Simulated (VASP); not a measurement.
# InSe (R3m) in VASP: single point with PBEsol

Aim: the single point of InSe with PBEsol.

Everything below comes from runs of VASP 6.6.1. Logs are shortened: lines on timing, memory, paths and dates and some standing lists are left out, and cuts for length are marked.

### Step 1. The cell of the first run

The structure is trigonal, space group R3m (No. 160). The conventional cell has a = 4.009 Å, b = 4.009 Å, c = 25.275 Å, α = 90.00°, β = 90.00°, γ = 120.00°. Within 3.5 Å of In (site symmetry 3m) lie 3 Se at 2.64 Å and 1 In at 2.78 Å. Within 3.5 Å of In (site symmetry 3m) lie 3 Se at 2.64 Å and 1 In at 2.78 Å. Se (site symmetry 3m) has 3 In at 2.64 Å within 3.5 Å. Within 3.5 Å of Se (site symmetry 3m) lie 3 In at 2.64 Å.

### Step 2. Single point, PBEsol

INCAR

```
ALGO = Normal ; EDIFF = 1E-6
ENCUT = 520 ; GGA = PS
ISIF = 2 ; ISMEAR = 0
LASPH = True ; LCHARG = False
LREAL = False ; LWAVE = False
NBANDS = 27 ; NELM = 100
PREC = Accurate ; SIGMA = 0.02
```

KPOINTS

```
k-points
0
Gamma
  12 12 12
```

POSCAR

```
InSe
1.0
    2.0042751779      1.1571688135      8.4251650385
   -2.0042751779      1.1571688135      8.4251650385
    0.0000000000     -2.3143376270      8.4251650385
In Se
2 2
Direct
    0.1110227743      0.1110227743      0.1110227743
    0.0011664347      0.0011664347      0.0011664347
    0.6172925499      0.6172925499      0.6172925499
    0.8282162312      0.8282162312      0.8282162312
```

Potentials or basis: VASP PAW PBE potentials, release 64 (In_d, Se).

Command:

```bash
> cat potpaw_PBE.64/In_d/POTCAR potpaw_PBE.64/Se/POTCAR > POTCAR
> mpirun -np 1 vasp_std > vasp.out
```

OUTCAR:

```text
EDIFF = 1E-6
   ENCUT = 520
   GGA = PS
   ISIF = 2
   ISMEAR = 0
   LASPH = True
   LREAL = False
   NELM = 100
   PREC = Accurate

 ion  position               nearest neighbor table
   1  0.111  0.111  0.111-   4 2.64   4 2.64   4 2.64   2 2.78
   2  0.001  0.001  0.001-   3 2.64   3 2.64   3 2.64   1 2.78
   3  0.617  0.617  0.617-   2 2.64   2 2.64   2 2.64
   4  0.828  0.828  0.828-   1 2.64   1 2.64   1 2.64

  LATTYP: Found a trigonal (rhomboedric) cell.
 ALAT       =     8.7372515460
 COS(alpha) =     0.8947565653

  Lattice vectors:

 A1 = (   2.0042751779,   1.1571688135,   8.4251650385)
 A2 = (  -2.0042751779,   1.1571688135,   8.4251650385)
 A3 = (   0.0000000000,  -2.3143376270,   8.4251650385)

Analysis of symmetry for initial positions (statically):
=====================================================================
 Subroutine PRICEL returns:
 Original cell was already a primitive cell.

 Routine SETGRP: Setting up the symmetry group for a
 trigonal (rhombohedral) supercell.

 Subroutine GETGRP returns: Found  6 space group operations
 (whereof  6 operations were pure point group operations)
 out of a pool of 12 trial point group operations.

The static configuration has the point symmetry C_3v.

Analysis of symmetry for dynamics (positions and initial velocities):
=====================================================================
 Subroutine PRICEL returns:
 Original cell was already a primitive cell.

 Routine SETGRP: Setting up the symmetry group for a
 trigonal (rhombohedral) supercell.

 Subroutine GETGRP returns: Found  6 space group operations
 (whereof  6 operations were pure point group operations)
 out of a pool of 12 trial point group operations.

The dynamic configuration has the point symmetry C_3v.

 Subroutine INISYM returns: Found  6 space group operations
 (whereof  6 operations are pure point group operations),
 and found     1 'primitive' translations

----------------------------------------------------------------------------------------

                                     Primitive cell

  volume of cell :     117.2421

  direct lattice vectors                    reciprocal lattice vectors
     2.004275178  1.157168814  8.425165038     0.249466743  0.144029691  0.039564012
    -2.004275178  1.157168814  8.425165038    -0.249466743  0.144029691  0.039564012
     0.000000000 -2.314337627  8.425165038     0.000000000 -0.288059382  0.039564012

  length of vectors
     8.737251546  8.737251546  8.737251546     0.290763682  0.290763682  0.290763682

  position of ions in fractional coordinates (direct lattice)
     0.111022774  0.111022774  0.111022774
     0.001166435  0.001166435  0.001166435
     0.617292550  0.617292550  0.617292550
     0.828216231  0.828216231  0.828216231

  ion indices of the primitive-cell ions
   primitive index   ion index
                 1           1
                 2           2
                 3           3
                 4           4

----------------------------------------------------------------------------------------

 KPOINTS: k-points

Automatic generation of k-mesh.
 Grid dimensions read from file:
 generate k-points for:   12   12   12

 Generating k-lattice:

  Cartesian coordinates                     Fractional coordinates (reciprocal lattice)
     0.020788895  0.012002474  0.003297001     0.083333333  0.000000000  0.000000000
    -0.020788895  0.012002474  0.003297001     0.000000000  0.083333333  0.000000000
     0.000000000 -0.024004949  0.003297001     0.000000000  0.000000000  0.083333333

  Length of vectors
     0.024230307  0.024230307  0.024230307

  Shift w.r.t. Gamma in fractional coordinates (k-lattice)
     0.000000000  0.000000000  0.000000000

 Subroutine IBZKPT returns following result:
 ===========================================

 Found    189 irreducible k-points:

 Following reciprocal coordinates:
            Coordinates               Weight
  0.000000  0.000000  0.000000      1.000000
  0.083333 -0.000000 -0.000000      6.000000
  0.166667  0.000000 -0.000000      6.000000
  0.250000  0.000000 -0.000000      6.000000
  0.333333 -0.000000 -0.000000      6.000000
  0.416667  0.000000  0.000000      6.000000
[... 16 lines left out ...]
  0.500000  0.166667 -0.000000     12.000000
 -0.416667  0.166667  0.000000     12.000000
 [... further k-points ...]
   k-points           NKPTS =    189   k-points in BZ     NKDIM =    189   number of bands    NBANDS=     27
   number of dos      NEDOS =    301   number of ions     NIONS =      4
   total plane-waves  NPLWV = 343000
   dimension x,y,z NGX =    70 NGY =   70 NGZ =   70
   dimension x,y,z NGXF=   140 NGYF=  140 NGZF=  140
   ions per type =               2   2
   NGX,Y,Z   is equivalent  to a cutoff of  13.32, 13.32, 13.32 a.u.
   NGXF,Y,Z  is equivalent  to a cutoff of  26.64, 26.64, 26.64 a.u.
 SYSTEM =  unknown system
   PREC   = accura    normal or accurate (medium, high low for compatibility)
   ISTART =      0    job   : 0-new  1-cont  2-samecut
   ICHARG =      2    charge: 1-file 2-atom 10-const
   ISPIN  =      1    spin polarized calculation?
   LNONCOLLINEAR =      F non collinear calculations
   LSORBIT =      F    spin-orbit coupling
   LASPH  =      T    aspherical Exc in radial PAW
   ENCUT  =  520.0 eV  38.22 Ry    6.18 a.u.  16.25 16.25 16.25*2*pi/ulx,y,z
   NELM   =    100;   NELMIN=  2; NELMDL= -5     # of ELM steps
   EDIFF  = 0.1E-05   stopping-criterion for ELM
   LREAL  =      F    real-space projection
   EDIFFG = 0.1E-04   stopping-criterion for IOM
   NSW    =      0    number of steps for IOM
   IBRION =     -1    ionic relax: 0-MD 1-quasi-New 2-CG
   NFREE  =      0    steps in history (QN), initial steepest desc. (CG)
   ISIF   =      2    stress and relaxation
   ISYM   =      2    0-nonsym 1-usesym 2-fastsym
   POTIM  = 0.5000    time-step for ionic-motion
   TEBEG  =    0.0;   TEEND  =   0.0 temperature during run
   PSTRESS=    0.0 pullay stress
   NELECT =      38.0000    total number of electrons
   NUPDOWN=      -1.0000    fix difference up-down
   EMIN   =  10.00;   EMAX   =-10.00  energy-range for DOS
   EFERMI =   0.00;   METHOD = LEGACY
   ISMEAR =     0;   SIGMA  =   0.02  broadening in eV -4-tet -1-fermi 0-gaus
   EFERMI_NEDOS =   21; number of points for ismear=-14 and -15
   IALGO  =     38    algorithm
   IMIX   =      4    mixing-type and parameters
     AMIX     =   0.40;   BMIX     =  1.00
     AMIX_MAG =   1.60;   BMIX_MAG =  1.00
  volume/ion in A,a.u.               =      29.31       197.80
  Fermi-wavevector in a.u.,A,eV,Ry     =   1.124540  2.125072 17.205785  1.264589
  Thomas-Fermi vector in A             =   2.261212
   LORBIT       =      0    0 simple, 1 ext, 2 COOP (PROOUT), +10 PAW based schemes
   GGA     = PS    functional components
   LHFCALC =     F    Hartree Fock is set to
   AEXX    =    0.0000 exact exchange contribution
   IVDW    =     0    specifies the selected vdW correction
   LEPSILON=     F    determine dielectric tensor
   LRPA    =     F    only Hartree local field effects (RPA)
 non-spin polarized calculation
 Gauss-broadening in eV      SIGMA  =   0.02
  energy-cutoff  :      520.00
  volume of cell :      117.24
 maximum number of plane-waves:      3188
 NGX is ok and might be reduce to    70
   NGX = 33   NGY = 33   NGZ = 33

 number of electron      38.0000004 magnetization

 Free energy of the ion-electron system (eV)
  ---------------------------------------------------
  ext. energy  EPLUGINS =         0.00000000
  ---------------------------------------------------
  free energy    TOTEN  =       -15.59885290 eV

  energy without entropy =      -15.59885290  energy(sigma->0) =      -15.59885290

 E-fermi :   4.0735     XC(G=0):  -9.0856

 val. band max:        3.9315431240   @ k =   0.5000   0.5000   0.5000
 cond. band min:       4.2870826276   @ k =   0.5000   0.5000   0.5000
 fundamental gap:      0.3555395036
 Fermi energy:         4.0735152038

 k-point     1 :       0.0000    0.0000    0.0000
  band No.  band energies     occupation
      1     -10.8115      2.00000
      2     -10.6128      2.00000
      3     -10.6128      2.00000
      4     -10.5238      2.00000
      5     -10.5238      2.00000
      6     -10.5142      2.00000
[... 19 lines left out ...]
     26       9.3898      0.00000
     27      11.2884      0.00000

 k-point     2 :       0.0833   -0.0000   -0.0000
  band No.  band energies     occupation
      1     -10.8117      2.00000
      2     -10.6433      2.00000
      3     -10.6117      2.00000
      4     -10.5566      2.00000
      5     -10.5186      2.00000
      6     -10.5163      2.00000
[... 19 lines left out ...]
     26       9.5556      0.00000
     27      11.2859      0.00000

 k-point     3 :       0.1667    0.0000   -0.0000
  band No.  band energies     occupation
      1     -10.8180      2.00000
      2     -10.7051      2.00000
      3     -10.6311      2.00000
      4     -10.6096      2.00000
      5     -10.5220      2.00000
      6     -10.5045      2.00000
[... 19 lines left out ...]
     26       9.9519      0.00000
     27      10.6359      0.00000

 k-point     4 :       0.2500    0.0000   -0.0000
  band No.  band energies     occupation
      1     -10.8505      2.00000
      2     -10.7437      2.00000
      3     -10.7117      2.00000
      4     -10.6086      2.00000
      5     -10.5295      2.00000
      6     -10.4854      2.00000
[... 19 lines left out ...]
     26      10.3068      0.00000
     27      10.5979      0.00000

 k-point     5 :       0.3333   -0.0000   -0.0000
  band No.  band energies     occupation
      1     -10.9004      2.00000
      2     -10.7785      2.00000
      3     -10.7499      2.00000
      4     -10.6091      2.00000
      5     -10.5369      2.00000
      6     -10.4664      2.00000
[... 19 lines left out ...]
     26      10.4637      0.00000
     27      11.1488      0.00000

 k-point     6 :       0.4167    0.0000    0.0000
  band No.  band energies     occupation
      1     -10.9373      2.00000
      2     -10.8212      2.00000
      3     -10.7483      2.00000
      4     -10.6102      2.00000
      5     -10.5423      2.00000
      6     -10.4527      2.00000
[... 444 lines left out ...]
      1     -10.8681      2.00000
      2     -10.7509      2.00000
      3     -10.7431      2.00000
      4     -10.6136      2.00000
      5     -10.5270      2.00000
      6     -10.4812      2.00000
[... 19 lines left out ...]
     26      10.3855      0.00000
     27      10.9600      0.00000

 k-point    22 :       0.4167    0.1667   -0.0000
  band No.  band energies     occupation
      1     -10.9078      2.00000
      2     -10.7969      2.00000
      3     -10.7496      2.00000
      4     -10.6183      2.00000
      5     -10.5289      2.00000
      6     -10.4688      2.00000
[... 19 lines left out ...]
     26      10.5793      0.00000
     27      10.8947      0.00000

 k-point    23 :       0.5000    0.1667   -0.0000
  band No.  band energies     occupation
      1     -10.9365      2.00000
      2     -10.8301      2.00000
      3     -10.7476      2.00000
      4     -10.6222      2.00000
      5     -10.5302      2.00000
      6     -10.4601      2.00000
[... 19 lines left out ...]
     26      10.7621      0.00000
     27      11.4296      0.00000

 k-point    24 :      -0.4167    0.1667    0.0000
  band No.  band energies     occupation
      1     -10.9472      2.00000
      2     -10.8408      2.00000
      3     -10.7465      2.00000
      4     -10.6238      2.00000
      5     -10.5307      2.00000
      6     -10.4569      2.00000
[... 19 lines left out ...]
     26      10.8593      0.00000
     27      11.6609      0.00000

 [... further k-points ...]

------------------------ aborting loop because EDIFF is reached ----------------------------------------

  FORCE on cell =-STRESS in cart. coord.  units (eV):
  Direction    XX          YY          ZZ          XY          YZ          ZX
  --------------------------------------------------------------------------------------
  -------------------------------------------------------------------------------------
  Total        0.0501424      0.0501424      0.0342757      0.0000000      0.0000000      0.0000000
  in kB        0.6852229      0.6852229      0.4683954      0.0000000      0.0000000      0.0000000
  external PRESSURE =       0.6129471 kB  Pullay stress =       0.0000000 kB

 VOLUME and BASIS-vectors are now :
 -----------------------------------------------------------------------------
  energy-cutoff  :      520.00
  volume of cell :      117.24
      direct lattice vectors                 reciprocal lattice vectors
     2.004275178  1.157168814  8.425165038     0.249466743  0.144029691  0.039564012
    -2.004275178  1.157168814  8.425165038    -0.249466743  0.144029691  0.039564012
     0.000000000 -2.314337627  8.425165038     0.000000000 -0.288059382  0.039564012

 POSITION                                       TOTAL-FORCE (eV/Angst)
 -----------------------------------------------------------------------------------
      0.00000      0.00000      2.80616         0.000000     -0.000000     -0.019450
      0.00000      0.00000      0.02948         0.000000     -0.000000      0.019651
      0.00000      0.00000     15.60237         0.000000      0.000000     -0.018799
      0.00000      0.00000     20.93358         0.000000      0.000000      0.018598
 -----------------------------------------------------------------------------------
    total drift:                                0.000000     -0.000000     -0.000134

  FREE ENERGIE OF THE ION-ELECTRON SYSTEM (eV)
  ---------------------------------------------------
  free  energy   TOTEN  =       -15.5988528962 eV

  energy  without entropy=      -15.5988528962  energy(sigma->0) =      -15.59885290
```

It took 49 min on 1 thread of Intel Xeon Platinum 8488C (Sapphire Rapids), shared host; peak memory 1 GiB.

What came out:

```yaml
Free_energy: -15.5989 eV
Pressure: 0.1 GPa
Largest_force: 0.020 eV/Å
Band_gap_on_the_k_mesh: 0.36 eV
```

Forces on the atoms (eV/Å):
```
In   0.000  0.000 -0.019
In   0.000  0.000  0.020
Se   0.000  0.000 -0.019
Se   0.000  0.000  0.019
```

Caveat: semilocal functionals underestimate gaps, and a narrow one can read as zero; the PAW data sets were made with another functional, which shifts forces and pressure a little; spin-orbit coupling is left out, which moves the levels of the heavy elements. A k mesh can miss the band edges.
